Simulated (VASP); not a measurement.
# Cu4HO4 in VASP: further runs, part 2 of 2

VASP 6.6.1.

### 3 Single point, PBE

File INCAR:

```
SYSTEM = Cu4HO4
PREC = Accurate ; ENCUT = 520
EDIFF = 1E-6 ; ISMEAR = 0
SIGMA = 0.1 ; LREAL = .FALSE.
LASPH = .TRUE. ; NELM = 60
ALGO = Normal ; ISIF = 2
LWAVE = .FALSE. ; LCHARG = .FALSE.
LDIPOL = .TRUE. ; IDIPOL = 3
DIPOL = 0.5 0.5 0.483 ; GGA = PE
NBANDS = 44
```

File KPOINTS:

```
Automatic mesh
0
G
  10 10 1
  0 0 0
```

File POSCAR:

```
Cu4HO4
1.0
    2.9487032640      0.0000000000      0.0000000000
   -0.0081921837      2.9486918841      0.0000000000
    0.0000000000      0.0000000000     28.0147087045
O Cu H
4 4 1
Direct
    0.5000000000      0.5000000000      0.3034120430
    0.5000000000      0.5000000000      0.3953505702
    0.5000000000      0.5000000000      0.4870977354
    0.5000000000      0.5000000000      0.5994103185
    0.5000000000      0.0000000000      0.3493813066
    0.0000000000      0.5000000000      0.4413198338
    0.5000000000      0.0000000000      0.5309289617
    0.0000000000      0.5000000000      0.6465036941
    0.5000000000      1.0000000000      0.5938386442
```

Potentials or basis: VASP PAW PBE potentials, release 64 (O, Cu, H).

Started as:

```
cat potpaw_PBE.64/O/POTCAR potpaw_PBE.64/Cu/POTCAR potpaw_PBE.64/H/POTCAR > POTCAR
mpirun -np 1 vasp_std > vasp.out
```

OUTCAR:

```text
SYSTEM = Cu4HO4
   PREC = Accurate
   ENCUT = 520
   EDIFF = 1E-6
   ISMEAR = 0
   LREAL = .FALSE.
   LASPH = .TRUE.
   NELM = 60
   ISIF = 2
   GGA = PE

 ion  position               nearest neighbor table
   1  0.500  0.500  0.303-   5 1.96   5 1.96
   2  0.500  0.500  0.395-   6 1.96   6 1.96   5 1.96   5 1.96
   3  0.500  0.500  0.487-   7 1.92   7 1.92   6 1.95   6 1.95
   4  0.500  0.500  0.599-   8 1.98   8 1.98
   5  0.500  0.000  0.349-   1 1.96   2 1.96   1 1.96   2 1.96
   6  0.000  0.500  0.441-   3 1.95   3 1.95   2 1.96   2 1.96
   7  0.500  0.000  0.531-   9 1.76   3 1.92   3 1.92
   8  0.000  0.500  0.647-   4 1.98   4 1.98
   9  0.500  0.000  0.594-   7 1.76

  LATTYP: Found a base centered orthorhombic cell.
 ALAT       =     4.1642993697
 B/A-ratio  =     1.0027821027
 C/A-ratio  =     6.7273522428

  Lattice vectors:

 A1 = (   2.9487032640,   0.0000000000,   0.0000000000)
 A2 = (  -0.0081921837,   2.9486918841,   0.0000000000)
 A3 = (   0.0000000000,   0.0000000000,  28.0147087045)

Analysis of symmetry for initial positions (statically):
=====================================================================
 Subroutine PRICEL returns:
 Original cell was already a primitive cell.

 Routine SETGRP: Setting up the symmetry group for a
 base centered orthorhombic supercell.

 Subroutine GETGRP returns: Found  2 space group operations
 (whereof  2 operations were pure point group operations)
 out of a pool of  8 trial point group operations.

The static configuration has the point symmetry C_2 .

Analysis of symmetry for dynamics (positions and initial velocities):
=====================================================================
 Subroutine PRICEL returns:
 Original cell was already a primitive cell.

 Routine SETGRP: Setting up the symmetry group for a
 base centered orthorhombic supercell.

 Subroutine GETGRP returns: Found  2 space group operations
 (whereof  2 operations were pure point group operations)
 out of a pool of  8 trial point group operations.

[... 150 lines left out ...]
 NGX is ok and might be reduce to    24
   NGX = 11   NGY = 11   NGZ =105

 dipolmoment           0.000000      0.000000      0.033907 electrons x Angstroem

 number of electron      69.0000018 magnetization

 dipolmoment           0.000000      0.000000     -0.187449 electrons x Angstroem

 Free energy of the ion-electron system (eV)
  ---------------------------------------------------
  ext. energy  EPLUGINS =         0.00000000
  ---------------------------------------------------
  free energy    TOTEN  =       -38.83935474 eV

  energy without entropy =      -38.80927365  energy(sigma->0) =      -38.82431419

 E-fermi :  -2.3091     XC(G=0):  -4.9490

 val. band max:       -2.3100458250   @ k =   0.1000   0.3000   0.0000
 cond. band min:      -2.3085156576   @ k =   0.1000  -0.3000   0.0000
 fundamental gap:      0.0015301674
 Fermi energy:        -2.3090890078

 k-point     1 :       0.0000    0.0000    0.0000
  band No.  band energies     occupation
      1     -22.0023      2.00000
      2     -21.7347      2.00000
      3     -21.1168      2.00000
      4     -19.1095      2.00000
      5      -9.6649      2.00000
      6      -8.5683      2.00000
[... 1117 lines left out ...]
     43       4.4569      0.00000
     44       4.9958      0.00000

 [... further k-points ...]

------------------------ aborting loop because EDIFF is reached ----------------------------------------

 vacuum level on the upper side and lower side of the slab       (xc-potential included)        -2.090         1.733

  FORCE on cell =-STRESS in cart. coord.  units (eV):
  Direction    XX          YY          ZZ          XY          YZ          ZX
  --------------------------------------------------------------------------------------
  -------------------------------------------------------------------------------------
  Total        1.0082749     -7.3210445     -2.7607758      0.0250447      0.0000000      0.0000000
  in kB        6.6319763    -48.1545194    -18.1591343      0.1647326      0.0000000      0.0000000
  external PRESSURE =     -19.8938925 kB  Pullay stress =       0.0000000 kB

 VOLUME and BASIS-vectors are now :
 -----------------------------------------------------------------------------
  energy-cutoff  :      520.00
  volume of cell :      243.58
      direct lattice vectors                 reciprocal lattice vectors
     2.948703264  0.000000000  0.000000000     0.339132124  0.000942192  0.000000000
    -0.008192184  2.948691884  0.000000000     0.000000000  0.339133432  0.000000000
     0.000000000  0.000000000 28.014708704     0.000000000  0.000000000  0.035695534

 POSITION                                       TOTAL-FORCE (eV/Angst)
 -----------------------------------------------------------------------------------
      1.47026      1.47435      8.50000        -0.000000      0.000000      2.103407
      1.47026      1.47435     11.07563         0.000000      0.000000     -0.218706
      1.47026      1.47435     13.64590         0.000000      0.000000     -0.005386
      1.47026      1.47435     16.79231         0.000000      0.000000     -0.079639
      1.47435      0.00000      9.78782        -0.000000      0.000000     -1.903868
     -0.00410      1.47435     12.36345         0.000000      0.000000     -0.041618
      1.47435      0.00000     14.87382         0.000000      0.000000      0.049129
     -0.00410      1.47435     18.11161         0.000000      0.000000      0.078122
      1.47435      0.00000     16.63622         0.000000      0.000000      0.018559
 -----------------------------------------------------------------------------------
    total drift:                                0.000000     -0.000000     -0.000306

  FREE ENERGIE OF THE ION-ELECTRON SYSTEM (eV)
  ---------------------------------------------------
  free  energy   TOTEN  =       -38.8393547362 eV

  energy  without entropy=      -38.8092736478  energy(sigma->0) =      -38.82431419

 vacuum level on the upper side and lower side of the slab         2.128         6.022
```

OSZICAR:

```text
N       E                     dE             d eps       ncg     rms          rms(c)
DAV:   1     0.788297829707E+03    0.78830E+03   -0.29095E+04  4576   0.167E+03
DAV:   2     0.134006645141E+03   -0.65429E+03   -0.60926E+03  4924   0.407E+02
DAV:   3    -0.348606121580E+02   -0.16887E+03   -0.16127E+03  7524   0.227E+02
[... 27 lines left out ...]
DAV:  31    -0.388393460739E+02   -0.15020E-04   -0.24108E-06  3548   0.165E-02    0.119E-02
DAV:  32    -0.388393500035E+02   -0.39296E-05   -0.22319E-06  3444   0.164E-02    0.307E-03
DAV:  33    -0.388393522235E+02   -0.22200E-05   -0.55327E-07  3424   0.512E-03    0.196E-03
DAV:  34    -0.388393538614E+02   -0.16379E-05   -0.31856E-07  3304   0.678E-03    0.640E-04
DAV:  35    -0.388393547362E+02   -0.87478E-06   -0.19868E-07  3292   0.469E-03
   1 F= -.38839355E+02 E0= -.38824314E+02  d E =-.300811E-01
```

It took 11 min on 1 thread of Intel Xeon 6975P-C (Granite Rapids), shared host; peak memory 0.63 GiB.

Results:

```yaml
Free_energy: -38.8394 eV
Largest_force: 2.103 eV/Å
Band_gap_on_the_k_mesh: zero (an odd number of electrons rules out a gap without spin polarisation)
```

Forces on the atoms (eV/Å):
```
O    0.000  0.000  2.103
O    0.000  0.000 -0.219
O    0.000  0.000 -0.005
O    0.000  0.000 -0.080
Cu   0.000  0.000 -1.904
Cu   0.000  0.000 -0.042
Cu   0.000  0.000  0.049
Cu   0.000  0.000  0.078
H    0.000  0.000  0.019
```

Caveat: an odd number of electrons without spin polarisation forces a metal; a magnetic or distorted state may lie lower. With open d or f shells a metallic result of PBE can be an artefact of self-interaction; +U or a hybrid may open a gap.
